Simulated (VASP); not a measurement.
## CdS: single point with r2SCAN

Crystal: CdS.

```xyz
2
Lattice="0.0000 2.7532 2.7532 2.7532 0.0000 2.7532 2.7532 2.7532 0.0000" Properties=species:S:1:pos:R:3 pbc="T T T"
Cd    0.0000    0.0000    0.0000
S     2.7532    2.7532    2.7532
```

| Quantity | Value |
| --- | --- |
| Program | VASP 6.6.1 |
| Task | single point |
| Functional | r2SCAN |
| Potentials or basis | VASP PAW PBE potentials, release 64 (Cd, S) |
| Cutoff | 550 eV |
| k mesh | 4 × 4 × 4 |
| Occupations | fermi-dirac, width 0.1 eV |
| Spin | no spin polarisation |
| Dipole correction | no |
| Further INCAR settings | ALGO = Normal; EDIFF = 1e-06; NBANDS = 16 |

```yaml
Pressure: -1.4 GPa
Band_gap_on_the_k_mesh: 0.71 eV, indirect (least direct gap 2.13 eV)
```

Levels at points of the mesh, in eV from the valence-band top:
```csv
k point,band 5,band 6,band 7,band 8,band 9,band 10,band 11,band 12,band 13,band 14
"(0.00, 0.00, 0.00)",-7.85,-7.85,-0.70,-0.70,-0.70,1.43,9.70,9.70,9.70,11.94
"(0.50, 0.00, 0.00)",-7.66,-7.66,-4.79,0.00,0.00,4.05,6.45,6.45,7.33,12.90
"(0.50, 0.50, 0.00)",-7.60,-6.91,-4.16,-2.08,-2.08,0.71,6.43,10.57,12.03,12.03
```

Wall time 24 s on 1 thread of Intel(R) Xeon(R) Platinum 8488C (Sapphire Rapids) (shared host), peak memory 0.17 GiB.

Caveat: the k points lie up to 0.49 Å⁻¹ apart; the PAW data sets were made with another functional, which shifts forces and pressure a little. r2SCAN opens gaps a little over a GGA but as a rule still falls short of measured ones.
